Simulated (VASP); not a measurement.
Write the native input for VASP 6.6.1 that does the following.

```yaml
Task: single point
Functional: PBE
Potentials_or_basis: VASP PAW PBE potentials, release 64 (Ru_pv)
Cutoff: 500 eV
k_mesh: 10 × 10 × 10
Occupations: methfessel-paxton, width 0.15 eV
Spin: no spin polarisation
Dipole_correction: no
Further_INCAR_settings: ALGO = Normal; EDIFF = 1e-06; NBANDS = 13
```

The structure of Ru lies in POSCAR:

```
Ru
1.0
    0.0000000000      1.9150000000      1.9150000000
    1.9150000000      0.0000000000      1.9150000000
    1.9150000000      1.9150000000      0.0000000000
Ru
1
Direct
    0.0000000000      0.0000000000      0.0000000000
```

This isn't the form of Ru at room conditions, which is hcp.

The input as run:

INCAR

```
PREC = Accurate ; ENCUT = 500
EDIFF = 1E-6 ; ISMEAR = 1
SIGMA = 0.15 ; LREAL = F
LASPH = T ; NELM = 120
ALGO = Normal ; ISIF = 2
LWAVE = F ; LCHARG = T
GGA = PE ; LELF = T
LVHAR = T ; NBANDS = 13
GGA_COMPAT = F
```

KPOINTS

```
regular mesh
0
Gamma
  10 10 10
```

Potentials or basis: VASP PAW PBE potentials, release 64 (Ru_pv).

The run is started by

```sh
$ cat potpaw_PBE.64/Ru_pv/POTCAR > POTCAR
$ mpirun -np 1 vasp_std > vasp.out
```

It gave:

```yaml
Pressure: -4.0 GPa
Band_gap_on_the_k_mesh: zero (bands 7 and 8 overlap by 3.42 eV)
```

Caveat: the cell stands under tension; an empty level that is flat over the whole mesh can mark a ghost state of the potentials, or a narrow d or f band.

It took 4.5 s on 1 thread of AMD EPYC 9R45 96-Core Processor (Zen 5), with other jobs on the host, peak memory 0.1 GiB.
